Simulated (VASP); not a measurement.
# SiC (Cm) in VASP: further runs

The runs below take SiC through single point, with r2SCAN.

All numbers are computed with VASP 6.6.1; they aren't measurements. Logs are shortened: lines on timing, memory, paths and dates and some standing lists are left out, and cuts for length are marked.

### 1 The cell of the first run

It takes space group Cm (No. 8, monoclinic). Conventional cell: a = 5.325 Å, b = 3.075 Å, c = 15.121 Å, α = 90.00°, β = 95.05°, γ = 90.00°. Within 2.6 Å of Si (site symmetry m) lie 4 C at 1.88 to 2.31 Å and 1 Si at 2.55 Å. Si (site symmetry m) has 4 C at 1.88 Å and 1 Si at 2.55 Å within 2.6 Å. Within 2.5 Å of Si (site symmetry m) lie 4 C at 1.88 Å. Si (site symmetry m) has 4 C at 1.88 Å within 2.5 Å. Si (site symmetry m) has 4 C at 1.88 Å within 2.5 Å. Within 2.5 Å of Si (site symmetry m) lie 4 C at 1.88 Å. Within 2.5 Å of C (site symmetry m) lie 4 Si at 1.88 Å. Within 2.5 Å of C (site symmetry m) lie 4 Si at 1.88 Å.

### 2 Single point, r2SCAN (the part above a cut slid along it)

Input file POSCAR:

```
SiC
1.0
    2.1740000000     -2.1740000000      0.0000000000
    2.1740000000      0.0000000000     -2.1740000000
    9.7830000000      8.1525000000      8.1525000000
Si C
6 6
Direct
    0.6510500000      0.6510500000      0.0624666667
   -0.2239500000     -0.2239500000      0.8958000000
    0.2760500000      0.2760500000      0.2291333333
    0.5260500000      0.5260500000      0.5624666667
   -0.0989500000     -0.0989500000      0.3958000000
    0.1510500000      0.1510500000      0.7291333333
    0.5573000000      0.5573000000      0.4374666667
    0.9323000000      0.9323000000      0.2708000000
    0.1823000000      0.1823000000      0.6041333333
    0.4323000000      0.4323000000      0.9374666667
   -0.1927000000     -0.1927000000      0.7708000000
    0.3073000000      0.3073000000      0.1041333333
```

Input file INCAR.step1:

```
ALGO     = Normal         # electronic algorithm
EDIFF    = 1E-4           # SCF threshold, eV
ENCUT    = 520            # plane-wave cutoff, eV
GGA      = PE             # functional
ISMEAR   = 0              # smearing method
LASPH    = True           # aspherical terms in the spheres
LCHARG   = False          # write CHGCAR
LREAL    = False          # projectors in reciprocal space
LWAVE    = True           # write WAVECAR
NBANDS   = 36             # bands
NELM     = 60             # most SCF steps
PREC     = Accurate       # precision mode
SIGMA    = 0.05           # smearing width, eV
```

Input file INCAR.step2:

```
ALGO     = Normal         # electronic algorithm
EDIFF    = 1E-7           # SCF threshold, eV
ENCUT    = 520            # plane-wave cutoff, eV
ISIF     = 2              # what is computed and relaxed
ISMEAR   = 0              # smearing method
ISTART   = 1            
LASPH    = True           # aspherical terms in the spheres
LCHARG   = False          # write CHGCAR
LMIXTAU  = True         
LREAL    = False          # projectors in reciprocal space
LWAVE    = False          # write WAVECAR
METAGGA  = R2SCAN         # meta-GGA
NBANDS   = 36             # bands
NELM     = 60             # most SCF steps
PREC     = Accurate       # precision mode
SIGMA    = 0.05           # smearing width, eV
```

Input file KPOINTS:

```
k-points
0
Gamma
  10 10 2
```

Potentials or basis: VASP PAW PBE potentials, release 64 (Si, C).

Started as:

```console
> cat potpaw_PBE.64/Si/POTCAR potpaw_PBE.64/C/POTCAR > POTCAR
> cp INCAR.step1 INCAR
> mpirun -np 1 vasp_std > vasp.out
> cp INCAR.step2 INCAR
> mpirun -np 1 vasp_std > vasp.out
```

OUTCAR:

```text
EDIFF = 1E-7
   ENCUT = 520
   ISIF = 2
   ISMEAR = 0
   ISTART = 1
   LASPH = True
   LREAL = False
   METAGGA = R2SCAN
   NELM = 60
   PREC = Accurate

 ion  position               nearest neighbor table
   1  0.651  0.651  0.062-  12 1.88  12 1.88  12 1.88  10 2.31   2 2.55   3 3.07   3 3.07   3 3.07

   2  0.776  0.776  0.896-  11 1.88  10 1.88  10 1.88  10 1.88   1 2.55   6 3.07   6 3.07   6 3.07

   3  0.276  0.276  0.229-  12 1.88   8 1.88   8 1.88   8 1.88   1 3.07   1 3.07   1 3.07   5 3.07
                             5 3.07   5 3.07
   4  0.526  0.526  0.562-   9 1.88   9 1.88   9 1.88   7 1.88   6 3.07   6 3.07   6 3.07   5 3.07
                             5 3.07   5 3.07
   5  0.901  0.901  0.396-   8 1.88   7 1.88   7 1.88   7 1.88   4 3.07   3 3.07   4 3.07   4 3.07
                             3 3.07   3 3.07
   6  0.151  0.151  0.729-   9 1.88  11 1.88  11 1.88  11 1.88   4 3.07   4 3.07   4 3.07   2 3.07
                             2 3.07   2 3.07
   7  0.557  0.557  0.437-   4 1.88   5 1.88   5 1.88   5 1.88
   8  0.932  0.932  0.271-   5 1.88   3 1.88   3 1.88   3 1.88
   9  0.182  0.182  0.604-   4 1.88   4 1.88   4 1.88   6 1.88
  10  0.432  0.432  0.937-   2 1.88   2 1.88   2 1.88   1 2.31
  11  0.807  0.807  0.771-   2 1.88   6 1.88   6 1.88   6 1.88
  12  0.307  0.307  0.104-   1 1.88   1 1.88   1 1.88   3 1.88

  LATTYP: Found a base centered monoclinic cell.
 ALAT       =     5.3251907008
 B/A-ratio  =     0.5773502692
 C/A-ratio  =     2.8394541729
 COS(beta)  =    -0.0880450906

  Lattice vectors:

 A1 = (  -2.1740000000,   2.1740000000,  -0.0000000000)
 A2 = (  -2.1740000000,   0.0000000000,   2.1740000000)
 A3 = (   9.7830000000,   8.1525000000,   8.1525000000)

Analysis of symmetry for initial positions (statically):
=====================================================================
 Subroutine PRICEL returns:
 Original cell was already a primitive cell.

 Routine SETGRP: Setting up the symmetry group for a
 base centered monoclinic supercell.

 Subroutine GETGRP returns: Found  2 space group operations
 (whereof  2 operations were pure point group operations)
 out of a pool of  4 trial point group operations.

The static configuration has the point symmetry C_1h.

Analysis of symmetry for dynamics (positions and initial velocities):
=====================================================================
 Subroutine PRICEL returns:
 Original cell was already a primitive cell.

 Routine SETGRP: Setting up the symmetry group for a
 base centered monoclinic supercell.

 Subroutine GETGRP returns: Found  2 space group operations
 (whereof  2 operations were pure point group operations)
 out of a pool of  4 trial point group operations.

The dynamic configuration has the point symmetry C_1h.

 Subroutine INISYM returns: Found  2 space group operations
 (whereof  2 operations are pure point group operations),
 and found     1 'primitive' translations

----------------------------------------------------------------------------------------

                                     Primitive cell

  volume of cell :     123.2991

  direct lattice vectors                    reciprocal lattice vectors
     2.174000000 -2.174000000  0.000000000     0.143744250 -0.316237351  0.143744250
     2.174000000  0.000000000 -2.174000000     0.143744250  0.143744250 -0.316237351
     9.783000000  8.152500000  8.152500000     0.038331800  0.038331800  0.038331800

  length of vectors
     3.074500285  3.074500285 15.120634957     0.375939996  0.375939996  0.066392625

  position of ions in fractional coordinates (direct lattice)
     0.651050000  0.651050000  0.062466667
     0.776050000  0.776050000  0.895800000
     0.276050000  0.276050000  0.229133333
     0.526050000  0.526050000  0.562466667
     0.901050000  0.901050000  0.395800000
     0.151050000  0.151050000  0.729133333
     0.557300000  0.557300000  0.437466667
     0.932300000  0.932300000  0.270800000
     0.182300000  0.182300000  0.604133333
     0.432300000  0.432300000  0.937466667
     0.807300000  0.807300000  0.770800000
     0.307300000  0.307300000  0.104133333

  ion indices of the primitive-cell ions
   primitive index   ion index
                 1           1
                 2           2
                 3           3
                 4           4
                 5           5
                 6           6
                 7           7
                 8           8
                 9           9
                10          10
                11          11
                12          12

----------------------------------------------------------------------------------------

 KPOINTS: k-points

Automatic generation of k-mesh.
 Grid dimensions read from file:
 generate k-points for:   10   10    2

 Generating k-lattice:

  Cartesian coordinates                     Fractional coordinates (reciprocal lattice)
     0.014374425 -0.031623735  0.014374425     0.100000000  0.000000000  0.000000000
     0.014374425  0.014374425 -0.031623735     0.000000000  0.100000000  0.000000000
     0.019165900  0.019165900  0.019165900     0.000000000  0.000000000  0.500000000

  Length of vectors
     0.037594000  0.037594000  0.033196313

  Shift w.r.t. Gamma in fractional coordinates (k-lattice)
     0.000000000  0.000000000  0.000000000

 Subroutine IBZKPT returns following result:
 ===========================================

 Found     62 irreducible k-points:

 Following reciprocal coordinates:
            Coordinates               Weight
  0.000000  0.000000  0.000000      1.000000
  0.100000  0.000000  0.000000      4.000000
  0.200000  0.000000  0.000000      4.000000
  0.300000  0.000000  0.000000      4.000000
  0.400000  0.000000  0.000000      4.000000
  0.500000  0.000000  0.000000      2.000000
[... 16 lines left out ...]
  0.300000  0.300000  0.000000      2.000000
  0.400000  0.300000  0.000000      4.000000
 [... further k-points ...]
   k-points           NKPTS =     62   k-points in BZ     NKDIM =     62   number of bands    NBANDS=     36
   number of dos      NEDOS =    301   number of ions     NIONS =     12
   total plane-waves  NPLWV =  64512
   dimension x,y,z NGX =    24 NGY =   24 NGZ =  112
   dimension x,y,z NGXF=    48 NGYF=   48 NGZF=  224
   ions per type =               6   6
   NGX,Y,Z   is equivalent  to a cutoff of  12.98, 12.98, 12.31 a.u.
   NGXF,Y,Z  is equivalent  to a cutoff of  25.95, 25.95, 24.63 a.u.
 SYSTEM =  unknown system
   PREC   = accura    normal or accurate (medium, high low for compatibility)
   ISTART =      1    job   : 0-new  1-cont  2-samecut
   ICHARG =      0    charge: 1-file 2-atom 10-const
   ISPIN  =      1    spin polarized calculation?
   LNONCOLLINEAR =      F non collinear calculations
   LSORBIT =      F    spin-orbit coupling
   LASPH  =      T    aspherical Exc in radial PAW
   ENCUT  =  520.0 eV  38.22 Ry    6.18 a.u.   5.72  5.72 28.11*2*pi/ulx,y,z
   NELM   =     60;   NELMIN=  2; NELMDL=  0     # of ELM steps
   EDIFF  = 0.1E-06   stopping-criterion for ELM
   LREAL  =      F    real-space projection
   EDIFFG = 0.1E-05   stopping-criterion for IOM
   NSW    =      0    number of steps for IOM
   IBRION =     -1    ionic relax: 0-MD 1-quasi-New 2-CG
   NFREE  =      0    steps in history (QN), initial steepest desc. (CG)
   ISIF   =      2    stress and relaxation
   ISYM   =      2    0-nonsym 1-usesym 2-fastsym
   POTIM  = 0.5000    time-step for ionic-motion
   TEBEG  =    0.0;   TEEND  =   0.0 temperature during run
   PSTRESS=    0.0 pullay stress
   NELECT =      48.0000    total number of electrons
   NUPDOWN=      -1.0000    fix difference up-down
   EMIN   =  10.00;   EMAX   =-10.00  energy-range for DOS
   EFERMI =   0.00;   METHOD = LEGACY
   ISMEAR =     0;   SIGMA  =   0.05  broadening in eV -4-tet -1-fermi 0-gaus
   EFERMI_NEDOS =   21; number of points for ismear=-14 and -15
   IALGO  =     38    algorithm
   IMIX   =      4    mixing-type and parameters
     AMIX     =   0.40;   BMIX     =  1.00
     AMIX_MAG =   1.60;   BMIX_MAG =  1.00
  volume/ion in A,a.u.               =      10.27        69.34
  Fermi-wavevector in a.u.,A,eV,Ry     =   1.195369  2.258920 19.441458  1.428907
  Thomas-Fermi vector in A             =   2.331336
   LORBIT       =      0    0 simple, 1 ext, 2 COOP (PROOUT), +10 PAW based schemes
   METAGGA = R2SCAN    functional components
   LHFCALC =     F    Hartree Fock is set to
   AEXX    =    0.0000 exact exchange contribution
   IVDW    =     0    specifies the selected vdW correction
   LEPSILON=     F    determine dielectric tensor
   LRPA    =     F    only Hartree local field effects (RPA)
 non-spin polarized calculation
 Gauss-broadening in eV      SIGMA  =   0.05
  energy-cutoff  :      520.00
  volume of cell :      123.30
 maximum number of plane-waves:      3344
   NGX = 11   NGY = 11   NGZ = 57

 number of electron      48.0000000 magnetization

 Free energy of the ion-electron system (eV)
  ---------------------------------------------------
  ext. energy  EPLUGINS =         0.00000000
  ---------------------------------------------------
  free energy    TOTEN  =      -113.26318864 eV

  energy without entropy =     -113.26318864  energy(sigma->0) =     -113.26318864

 E-fermi :   8.8736     XC(G=0): -11.9972

 val. band max:        8.6174894409   @ k =  -0.1000   0.1000   0.0000
 cond. band min:       9.1230658693   @ k =   0.5000   0.0000   0.0000
 fundamental gap:      0.5055764285
 Fermi energy:         8.8735767114

 k-point     1 :       0.0000    0.0000    0.0000
  band No.  band energies     occupation
      1      -8.2157      2.00000
      2      -7.6400      2.00000
      3      -7.5295      2.00000
      4      -6.0584      2.00000
      5      -5.9571      2.00000
      6      -4.4745      2.00000
[... 28 lines left out ...]
     35      16.0928      0.00000
     36      16.2159      0.00000
[... 866 lines left out ...]
      6      -2.9286      2.00000
[... 28 lines left out ...]
     35      16.2467      0.00000
     36      16.6803      0.00000

 [... further k-points ...]

------------------------ aborting loop because EDIFF is reached ----------------------------------------

  FORCE on cell =-STRESS in cart. coord.  units (eV):
  Direction    XX          YY          ZZ          XY          YZ          ZX
  --------------------------------------------------------------------------------------
  -------------------------------------------------------------------------------------
  Total       -6.5323596      4.7606254      4.7606254      1.3189819      5.6933897      1.3189817
  in kB      -84.8830161     61.8606846     61.8606846     17.1391614     73.9812433     17.1391582
  external PRESSURE =      12.9461177 kB  Pullay stress =       0.0000000 kB

 VOLUME and BASIS-vectors are now :
 -----------------------------------------------------------------------------
  energy-cutoff  :      520.00
  volume of cell :      123.30
      direct lattice vectors                 reciprocal lattice vectors
     2.174000000 -2.174000000  0.000000000     0.143744250 -0.316237351  0.143744250
     2.174000000  0.000000000 -2.174000000     0.143744250  0.143744250 -0.316237351
     9.783000000  8.152500000  8.152500000     0.038331800  0.038331800  0.038331800

 POSITION                                       TOTAL-FORCE (eV/Angst)
 -----------------------------------------------------------------------------------
      3.44188     -0.90612     -0.90612        -1.379254      0.668617      0.668617
     12.13788      5.61588      5.61588        -0.170447     -0.254642     -0.254642
      3.44188      1.26788      1.26788         0.056855      0.406434      0.406434
      7.78988      3.44188      3.44188         0.049977      0.064445      0.064445
      7.78988      1.26788      1.26788         0.027856      0.072908      0.072908
      7.78988      5.61588      5.61588         0.035629      0.082610      0.082610
      6.70288      2.35488      2.35488        -0.056767     -0.059999     -0.059999
      6.70288      0.18088      0.18088        -0.060897     -0.025635     -0.025635
      6.70288      4.52888      4.52888        -0.027914     -0.083196     -0.083196
     11.05088      6.70288      6.70288         1.294059     -1.501532     -1.501532
     11.05088      4.52888      4.52888         0.097190     -0.259170     -0.259170
      2.35488      0.18088      0.18088         0.133715      0.889161      0.889161
 -----------------------------------------------------------------------------------
    total drift:                                0.000600      0.000179      0.000179

  FREE ENERGIE OF THE ION-ELECTRON SYSTEM (eV)
  ---------------------------------------------------
  free  energy   TOTEN  =      -113.2631886417 eV

  energy  without entropy=     -113.2631886417  energy(sigma->0) =     -113.26318864
```

It took 29 min on 1 thread of AMD EPYC 9755, shared host; peak memory 0.33 GiB.

Results:

```yaml
Free_energy: -113.2632 eV
Pressure: 1.3 GPa
Largest_force: 2.487 eV/Å
Band_gap_on_the_k_mesh: 0.51 eV (least direct gap 0.89 eV)
```

Forces in eV/Å, atoms in the order of the input:
```
Si  -1.379  0.669  0.669
Si  -0.170 -0.255 -0.255
Si   0.057  0.406  0.406
Si   0.050  0.064  0.064
Si   0.028  0.073  0.073
Si   0.036  0.083  0.083
C   -0.057 -0.060 -0.060
C   -0.061 -0.026 -0.026
C   -0.028 -0.083 -0.083
C    1.294 -1.502 -1.502
C    0.097 -0.259 -0.259
C    0.134  0.889  0.889
```

Levels at points of the mesh, in eV from the valence-band top:
```
           k point  band 21  band 22  band 23  band 24  band 25  band 26  band 27  band 28
(0.00, 0.00, 0.00)    -0.65    -0.53    -0.45    -0.09     4.17     5.60     5.88     6.12
(0.50, 0.00, 0.00)    -2.60    -2.07    -1.77    -0.38     0.51     2.03     2.47     3.52
(0.50, 0.50, 0.00)    -2.31    -2.03    -1.62    -1.25     1.03     1.67     2.58     3.37
(0.00, 0.00, 0.50)    -0.76    -0.61    -0.42    -0.42     4.20     5.61     5.84     6.19
(0.50, 0.00, 0.50)    -2.33    -2.08    -1.69    -0.53     0.77     1.59     2.68     3.49
(0.50, 0.50, 0.50)    -2.44    -1.96    -1.74    -1.36     1.11     1.81     2.45     3.50
```

Caveat: the cell differs from its parent crystal (the part above a cut slid along it); the stress differs along the axes, from -8 to 6 GPa; semilocal functionals underestimate gaps, and a narrow one can read as zero; the PAW data sets were made with another functional, which shifts forces and pressure a little. A k mesh can miss the band edges.

[end of part 1 of 2]
